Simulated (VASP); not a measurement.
A run of VASP 6.6.1 is set up as follows.

INCAR

```
PREC     = Accurate       # precision mode
ENCUT    = 520            # plane-wave cutoff, eV
EDIFF    = 1E-7           # SCF threshold, eV
ISMEAR   = 0              # smearing method
SIGMA    = 0.15           # smearing width, eV
LREAL    = F              # projectors in reciprocal space
LASPH    = T              # aspherical terms in the spheres
NELM     = 80             # most SCF steps
ALGO     = Fast           # electronic algorithm
ISIF     = 2              # what is computed and relaxed
LWAVE    = F              # write WAVECAR
LCHARG   = F              # write CHGCAR
GGA      = PS             # functional
NBANDS   = 12             # bands
```

File KPOINTS:

```
regular mesh
0
Gamma
  24 24 24
```

Contents of POSCAR:

```
Zn
1.0
   -1.2080140629      1.5904741138      1.5904741138
    1.5904741138     -1.2080140629      1.5904741138
    1.5904741138      1.5904741138     -1.2080140629
Zn
1
Direct
    0.0000000000      0.0000000000      0.0000000000
```

Potentials or basis: VASP PAW PBE potentials, release 64 (Zn).

Command:

```console
$ cat potpaw_PBE.64/Zn/POTCAR > POTCAR
$ mpirun -np 1 vasp_std > vasp.out
```

Predict the pressure.

1.3 GPa.

Predict the band gap on the k mesh.

zero (band 6 reaches 7.01 eV, above the bottom of band 7 at 0.30 eV).

Stress tensor (GPa, compression positive):
```
 1.28 -2.88 -2.88
-2.88  1.28 -2.88
-2.88 -2.88  1.28
```

Caveat: the PAW data sets were made with another functional, which shifts forces and pressure a little.
